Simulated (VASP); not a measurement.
# FeNi2O3 (Pmmn) in VASP: single point with PBE+U

Aim: the single point of FeNi2O3 with PBE+U.

All numbers are computed with VASP 6.6.1; they aren't measurements. Logs are shortened: lines on timing, memory, paths and dates and some standing lists are left out, and cuts for length are marked.

## 1. The cell of the first run

Symmetry: Pmmn, No. 59, orthorhombic system. Conventional cell: a = 3.849 Å, b = 8.998 Å, c = 3.070 Å, α = 90.00°, β = 90.00°, γ = 90.00°. Fe (site symmetry mm2) has 6 O at 1.94 to 2.08 Å within 2.6 Å. Ni (site symmetry m) has 5 O at 1.86 to 2.44 Å within 2.5 Å. Within 2.5 Å of O (site symmetry mm2) lie 4 Ni at 1.86 to 2.44 Å and 2 Fe at 1.94 Å. Within 2.5 Å of O (site symmetry m) lie 3 Ni at 1.88 to 1.93 Å and 2 Fe at 2.08 Å.

## 2. Single point, PBE+U, collinear spin, ferromagnetic start

Contents of INCAR:

```
ALGO     = Normal         # electronic algorithm
EDIFF    = 1E-6           # SCF threshold, eV
ENCUT    = 600            # plane-wave cutoff, eV
GGA      = PE             # functional
GGA_COMPAT= F            
ISIF     = 2              # what is computed and relaxed
ISMEAR   = -1             # smearing method
ISPIN    = 2              # spin polarisation
ISYM     = 0            
LASPH    = T              # aspherical terms in the spheres
LCHARG   = F              # write CHGCAR
LDAU     = T              # DFT+U
LDAUJ    = 0 0 0        
LDAUL    = 2 2 1          # shell
LDAUPRINT= 1            
LDAUTYPE = 2            
LDAUU    = 2.98 4.21 5.33 # U, eV
LMAXMIX  = 4              # l up to which the mixer works
LORBIT   = 11             # projections on sites
LREAL    = F              # projectors in reciprocal space
LWAVE    = F              # write WAVECAR
MAGMOM   = 4 4 2 2 2 2 0 0 0 0 0 0 # initial moments
NBANDS   = 62             # bands
NELM     = 200            # most SCF steps
PREC     = Accurate       # precision mode
SIGMA    = 0.1            # smearing width, eV
```

Contents of KPOINTS:

```
Automatic mesh
0
Gamma
  5 2 6
  0 0.5 0
```

Contents of POSCAR:

```
FeNi2O3
1.0
    3.8492616100      0.0000000000      0.0000000000
    0.0000000000      8.9976495400      0.0000000000
    0.0000000000      0.0000000000      3.0697860300
Fe Ni O
2 4 6
Direct
    0.2500000000      0.2500000000      0.3690000000
    0.7500000000      0.7500000000      0.6310000000
    0.7500000000      0.0860000000      0.8200000000
    0.7500000000      0.4140000000      0.8200000000
    0.2500000000      0.9140000000      0.1800000000
    0.2500000000      0.5860000000      0.1800000000
    0.7500000000      0.2500000000      0.4530000000
    0.2500000000      0.7500000000      0.5470000000
    0.2500000000      0.0940000000      0.8690000000
    0.2500000000      0.4060000000      0.8690000000
    0.7500000000      0.9060000000      0.1310000000
    0.7500000000      0.5940000000      0.1310000000
```

Potentials or basis: VASP PAW PBE potentials, release 64 (Fe, Ni, O).

The run is started by

```
cat potpaw_PBE.64/Fe/POTCAR potpaw_PBE.64/Ni/POTCAR potpaw_PBE.64/O/POTCAR > POTCAR
mpirun -np 1 vasp_std > vasp.out
```

OUTCAR:

```text
EDIFF = 1E-6
   ENCUT = 600
   GGA = PE
   ISIF = 2
   ISMEAR = -1
   ISPIN = 2
   ISYM = 0
   LASPH = T
   LORBIT = 11
   LREAL = F
   NELM = 200
   PREC = Accurate

 ion  position               nearest neighbor table
   1  0.250  0.250  0.369-   7 1.94   7 1.94  10 2.08   9 2.08  10 2.08   9 2.08   3 2.79   3 2.79
                             4 2.79   4 2.79   4 2.95   3 2.95   3 2.95   4 2.95   5 3.08   6 3.08
   2  0.750  0.750  0.631-   8 1.94   8 1.94  12 2.08  11 2.08  12 2.08  11 2.08   5 2.79   5 2.79
                             6 2.79   6 2.79   6 2.95   6 2.95   5 2.95   5 2.95   3 3.08   4 3.08
   3  0.750  0.086  0.820-   7 1.86  11 1.88   9 1.93   9 1.93   7 2.44   5 2.71   5 2.71   1 2.79
                             1 2.79   4 2.95   1 2.95   1 2.95   2 3.08
   4  0.750  0.414  0.820-   7 1.86  12 1.88  10 1.93  10 1.93   7 2.44   6 2.71   6 2.71   1 2.79
                             1 2.79   3 2.95   1 2.95   1 2.95   2 3.08
   5  0.250  0.914  0.180-   8 1.86   9 1.88  11 1.93  11 1.93   8 2.44   3 2.71   3 2.71   2 2.79
                             2 2.79   6 2.95   2 2.95   2 2.95   1 3.08
   6  0.250  0.586  0.180-   8 1.86  10 1.88  12 1.93  12 1.93   8 2.44   4 2.71   4 2.71   2 2.79
                             2 2.79   5 2.95   2 2.95   2 2.95   1 3.08
   7  0.750  0.250  0.453-   3 1.86   4 1.86   1 1.94   1 1.94   4 2.44   3 2.44
   8  0.250  0.750  0.547-   5 1.86   6 1.86   2 1.94   2 1.94   5 2.44   6 2.44
   9  0.250  0.094  0.869-   5 1.88   3 1.93   3 1.93   1 2.08   1 2.08
  10  0.250  0.406  0.869-   6 1.88   4 1.93   4 1.93   1 2.08   1 2.08
  11  0.750  0.906  0.131-   3 1.88   5 1.93   5 1.93   2 2.08   2 2.08
  12  0.750  0.594  0.131-   4 1.88   6 1.93   6 1.93   2 2.08   2 2.08

IMPORTANT INFORMATION: All symmetrisations will be switched off!
NOSYMM: (Re-)initialisation of all symmetry stuff for point group C_1.

----------------------------------------------------------------------------------------

                                     Primitive cell

  volume of cell :     106.3199

  direct lattice vectors                    reciprocal lattice vectors
     3.849261610  0.000000000  0.000000000     0.259790085  0.000000000  0.000000000
     0.000000000  8.997649540  0.000000000     0.000000000  0.111140137  0.000000000
     0.000000000  0.000000000  3.069786030     0.000000000  0.000000000  0.325755603

  length of vectors
     3.849261610  8.997649540  3.069786030     0.259790085  0.111140137  0.325755603

  position of ions in fractional coordinates (direct lattice)
     0.250000000  0.250000000  0.369000000
     0.750000000  0.750000000  0.631000000
     0.750000000  0.086000000  0.820000000
     0.750000000  0.414000000  0.820000000
     0.250000000  0.914000000  0.180000000
     0.250000000  0.586000000  0.180000000
     0.750000000  0.250000000  0.453000000
     0.250000000  0.750000000  0.547000000
     0.250000000  0.094000000  0.869000000
     0.250000000  0.406000000  0.869000000
     0.750000000  0.906000000  0.131000000
     0.750000000  0.594000000  0.131000000

  ion indices of the primitive-cell ions
   primitive index   ion index
                 1           1
                 2           2
                 3           3
                 4           4
                 5           5
                 6           6
                 7           7
                 8           8
                 9           9
                10          10
                11          11
                12          12

----------------------------------------------------------------------------------------

 KPOINTS: Automatic mesh

Automatic generation of k-mesh.
 Grid dimensions read from file:
 generate k-points for:    5    2    6

 Generating k-lattice:

[... 85 lines left out ...]
   LORBIT       =     11    0 simple, 1 ext, 2 COOP (PROOUT), +10 PAW based schemes
 LDA+U is selected, type is set to LDAUTYPE =  2
   angular momentum for each species LDAUL =     2    2    1
   U (eV)           for each species LDAUU =   3.0  4.2  5.3
   J (eV)           for each species LDAUJ =   0.0  0.0  0.0
   GGA     = PE    functional components
   LHFCALC =     F    Hartree Fock is set to
   AEXX    =    0.0000 exact exchange contribution
   IVDW    =     0    specifies the selected vdW correction
   LEPSILON=     F    determine dielectric tensor
   LRPA    =     F    only Hartree local field effects (RPA)
 spin polarized calculation
  energy-cutoff  :      600.00
  volume of cell :      106.32
 maximum number of plane-waves:      3580
   NGX = 15   NGY = 35   NGZ = 13

atom =   1  type =  1  l = 2

 onsite density matrix

spin component  1
[... 182 lines left out ...]
  o =  0.1870  v =  0.0000  0.0000  0.0000  0.0000  0.0000  0.0000 -0.6753  0.4709 -0.0000 -0.5677      0.0000  0.0000  0.0000  0.0000  0.0000  0.0000  0.0000  0.0000  0.0000  0.0000
  o =  0.2881  v =  0.0000  0.0000  0.0000  0.0000  0.0000  0.0000  0.7023  0.1757  0.0000 -0.6898      0.0000  0.0000  0.0000  0.0000  0.0000  0.0000  0.0000  0.0000  0.0000  0.0000
  o =  0.9683  v =  0.0000  0.0000  0.0000  0.0000  0.0000  0.4812 -0.0000 -0.0000 -0.8766 -0.0000      0.0000  0.0000  0.0000  0.0000  0.0000  0.0000  0.0000  0.0000  0.0000  0.0000
  o =  0.9738  v =  0.0000  0.0000  0.0000  0.0000  0.0000 -0.0000  0.2251  0.8645 -0.0000  0.4493      0.0000  0.0000  0.0000  0.0000  0.0000  0.0000  0.0000  0.0000  0.0000  0.0000
  o =  0.9779  v =  0.5710 -0.0000  0.0000 -0.8209  0.0000  0.0000  0.0000  0.0000  0.0000  0.0000      0.0000  0.0000  0.0000  0.0000  0.0000  0.0000  0.0000  0.0000  0.0000  0.0000
  o =  0.9808  v =  0.0000  0.0760  0.9379  0.0000  0.3385  0.0000  0.0000  0.0000  0.0000  0.0000      0.0000  0.0000  0.0000  0.0000  0.0000  0.0000  0.0000  0.0000  0.0000  0.0000
  o =  0.9832  v =  0.0000  0.0000  0.0000  0.0000  0.0000 -0.8766 -0.0000 -0.0000 -0.4812 -0.0000      0.0000  0.0000  0.0000  0.0000  0.0000  0.0000  0.0000  0.0000  0.0000  0.0000
  o =  0.9874  v = -0.0000 -0.8727  0.2268 -0.0000 -0.4324  0.0000  0.0000  0.0000  0.0000  0.0000      0.0000  0.0000  0.0000  0.0000  0.0000  0.0000  0.0000  0.0000  0.0000  0.0000
  o =  0.9909  v =  0.8209 -0.0000  0.0000  0.5710 -0.0000  0.0000  0.0000  0.0000  0.0000  0.0000      0.0000  0.0000  0.0000  0.0000  0.0000  0.0000  0.0000  0.0000  0.0000  0.0000
  o =  1.0861  v = -0.0000  0.4823  0.2625  0.0000 -0.8357  0.0000  0.0000  0.0000  0.0000  0.0000      0.0000  0.0000  0.0000  0.0000  0.0000  0.0000  0.0000  0.0000  0.0000  0.0000

 number of electron      92.0000036 magnetization      15.9954551

 Free energy of the ion-electron system (eV)
  ---------------------------------------------------
  ext. energy  EPLUGINS =         0.00000000
  ---------------------------------------------------
  free energy    TOTEN  =       -42.82391247 eV

  energy without entropy =      -42.70036192  energy(sigma->0) =      -42.76213720

 E-fermi :   8.1391     XC(G=0): -12.6915

 val. band max:        8.1311338038   @ k =   0.4000   0.2500   0.0000
 cond. band min:       8.1457449855   @ k =   0.0000   0.2500   0.5000
 fundamental gap:      0.0146111817
 Fermi energy:         8.1390943337

 spin component 1

 k-point     1 :       0.0000    0.2500    0.0000
  band No.  band energies     occupation
      1     -12.9050      1.00000
      2     -12.5602      1.00000
      3     -11.7504      1.00000
      4     -11.4918      1.00000
      5     -11.4148      1.00000
      6     -11.2182      1.00000
[... 2921 lines left out ...]
     57      15.2677      0.00000
     58      15.6878      0.00000

 [... further k-points ...]

 [bands above 58 left out]

------------------------ aborting loop because EDIFF is reached ----------------------------------------

  FORCE on cell =-STRESS in cart. coord.  units (eV):
  Direction    XX          YY          ZZ          XY          YZ          ZX
  --------------------------------------------------------------------------------------
  -------------------------------------------------------------------------------------
  Total       30.7491784     24.2863921     16.6401486     -0.0000087      0.0000332      0.0000005
  in kB      463.3716845    365.9813698    250.7570634     -0.0001307      0.0005002      0.0000083
  external PRESSURE =     360.0367059 kB  Pullay stress =       0.0000000 kB

 VOLUME and BASIS-vectors are now :
 -----------------------------------------------------------------------------
  energy-cutoff  :      600.00
  volume of cell :      106.32
      direct lattice vectors                 reciprocal lattice vectors
     3.849261610  0.000000000  0.000000000     0.259790085  0.000000000  0.000000000
     0.000000000  8.997649540  0.000000000     0.000000000  0.111140137  0.000000000
     0.000000000  0.000000000  3.069786030     0.000000000  0.000000000  0.325755603

 POSITION                                       TOTAL-FORCE (eV/Angst)
 -----------------------------------------------------------------------------------
      0.96232      2.24941      1.13275         0.000001      0.000007     -0.620056
      2.88695      6.74824      1.93703         0.000001     -0.000022      0.620066
      2.88695      0.77380      2.51722         0.000000     -0.507049      0.205569
      2.88695      3.72503      2.51722        -0.000001      0.507064      0.205554
      0.96232      8.22385      0.55256        -0.000001      0.507057     -0.205562
      0.96232      5.27262      0.55256        -0.000000     -0.507060     -0.205545
      2.88695      2.24941      1.39061        -0.000002      0.000008     -2.309768
      0.96232      6.74824      1.67917        -0.000000     -0.000049      2.309787
      0.96232      0.84578      2.66764         0.000003      0.120593     -0.296158
      0.96232      3.65305      2.66764        -0.000003     -0.120512     -0.296145
      2.88695      8.15187      0.40214        -0.000000     -0.120575      0.296130
      2.88695      5.34460      0.40214         0.000003      0.120536      0.296129
 -----------------------------------------------------------------------------------
    total drift:                               -0.000001     -0.000012     -0.000005

  FREE ENERGIE OF THE ION-ELECTRON SYSTEM (eV)
  ---------------------------------------------------
  free  energy   TOTEN  =       -42.8239124662 eV

  energy  without entropy=      -42.7003619243  energy(sigma->0) =      -42.76213720

 total charge

# of ion       s       p       d       tot
------------------------------------------
    1        0.355   0.508   6.126   6.989
    2        0.355   0.508   6.126   6.989
    3        0.408   0.546   8.389   9.343
    4        0.408   0.546   8.389   9.343
    5        0.408   0.546   8.389   9.343
    6        0.408   0.546   8.389   9.343
    7        1.551   3.606   0.000   5.157
    8        1.551   3.606   0.000   5.157
    9        1.547   3.577   0.000   5.123
   10        1.547   3.577   0.000   5.123
   11        1.547   3.577   0.000   5.123
   12        1.547   3.577   0.000   5.123
--------------------------------------------------
tot         11.629  24.720  45.807  82.156

 magnetization (x)

# of ion       s       p       d       tot
------------------------------------------
    1        0.017   0.022   3.817   3.856
    2        0.017   0.022   3.817   3.856
    3        0.022   0.006   1.621   1.648
    4        0.022   0.006   1.621   1.648
    5        0.022   0.006   1.621   1.648
    6        0.022   0.006   1.621   1.648
    7        0.022   0.253   0.000   0.276
    8        0.022   0.253   0.000   0.276
    9        0.025   0.237   0.000   0.262
   10        0.025   0.237   0.000   0.262
   11        0.025   0.237   0.000   0.262
   12        0.025   0.237   0.000   0.262
--------------------------------------------------
tot          0.265   1.522  14.116  15.903
```

Wall time 17 min (1 thread of Intel Xeon 6975P-C (Granite Rapids), shared host); peak memory 0.52 GiB.

What came out:

| Property | Result |
| --- | --- |
| Free energy | -42.8239 eV |
| Pressure | 36.0 GPa |
| Largest force | 2.310 eV/Å |
| Band gap on the k mesh | zero (filled and empty bands overlap) |
| Net moment | 16.00 μB per cell |
| Site moments | Fe +3.86; Ni +1.65; O +0.28, +0.26 (each value once) μB |
| Valence electrons inside the program's atomic spheres | Fe 6.99; Ni 9.34; O 5.16, 5.12 (each value once) |

Forces on the atoms (eV/Å):
```
Fe   0.000  0.000 -0.620
Fe   0.000  0.000  0.620
Ni   0.000 -0.507  0.206
Ni   0.000  0.507  0.206
Ni   0.000  0.507 -0.206
Ni   0.000 -0.507 -0.206
O    0.000  0.000 -2.310
O    0.000  0.000  2.310
O    0.000  0.121 -0.296
O    0.000 -0.121 -0.296
O    0.000 -0.121  0.296
O    0.000  0.121  0.296
```

Stress tensor (GPa, compression positive):
```
46.34  0.00  0.00
 0.00 36.60  0.00
 0.00  0.00 25.08
```

Levels at points of the mesh, in eV from the Fermi level:
Spin up:
```csv
k point,band 52,band 53,band 54,band 55,band 56,band 57
"(0.00, 0.25, 0.00)",-2.30,-1.28,-1.26,2.06,3.58,5.26
```
Spin down:
```
           k point  band 35  band 36  band 37  band 38  band 39  band 40  band 41  band 42
(0.00, 0.25, 0.00)    -2.37    -2.35    -0.84    -0.80    -0.28    -0.15     0.59     0.78
```

Eigenvalues of the final occupation matrices:
| site | spin | trace | eigenvalues |
| --- | --- | --- | --- |
| site 1 d | 1 | 4.99 | 0.96 0.97 0.97 1.02 1.05 |
| site 1 d | 2 | 1.17 | 0.05 0.06 0.15 0.22 0.68 |
| site 2 d | 1 | 4.99 | 0.96 0.97 0.97 1.02 1.05 |
| site 2 d | 2 | 1.17 | 0.05 0.06 0.15 0.22 0.68 |
| site 3 d | 1 | 5.02 | 0.98 0.98 0.99 0.99 1.09 |
| site 3 d | 2 | 3.40 | 0.19 0.29 0.97 0.97 0.98 |
| site 4 d | 1 | 5.02 | 0.98 0.98 0.99 0.99 1.09 |
| site 4 d | 2 | 3.40 | 0.19 0.29 0.97 0.97 0.98 |
| site 5 d | 1 | 5.02 | 0.98 0.98 0.99 0.99 1.09 |
| site 5 d | 2 | 3.40 | 0.19 0.29 0.97 0.97 0.98 |
| site 6 d | 1 | 5.02 | 0.98 0.98 0.99 0.99 1.09 |
| site 6 d | 2 | 3.40 | 0.19 0.29 0.97 0.97 0.98 |

Caveat: the cell stands under pressure; only a ferromagnetic start was run, and an antiferromagnetic order may lie lower in energy; forces of over 1 eV/Å act on the atoms, so gaps and moduli don't describe the material at rest.
